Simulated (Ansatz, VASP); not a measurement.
# One calculation of HfN, two programs

```xyz
2
Lattice="0.0000 2.2364 2.2590 2.2364 0.0000 2.2590 2.2364 2.2364 0.0000" Properties=species:S:1:pos:R:3 pbc="T T T"
Hf    0.0000    0.0000    0.0000
N     2.2364    2.2364    2.2590
```

Change from the starting cell: equal xx and yy strain of -1 %.

Alike in both runs: task single point; functional PBEsol; k mesh 10 × 10 × 10; occupations fermi-dirac, width 0.01 eV; no spin polarisation.

|  | VASP | Ansatz |
| --- | --- | --- |
| version | VASP 6.6.1 | Ansatz 0.2.0 |
| potentials or method | VASP PAW PBE potentials, release 64 (Hf_pv, N), cutoff 600 eV | all-electron LAPW, scalar-relativistic |

```csv
,VASP,Ansatz,Ansatz less VASP
pressure (GPa),0.4,2.8,+2.34
"traceless stress, the component that is largest in VASP (GPa)",-2.81,-2.80,+0.011
```

VASP's potentials were made for PBE, not for PBEsol. Ansatz ran all-electron here, and VASP with PAW potentials.

Neither program's run includes spin-orbit coupling.
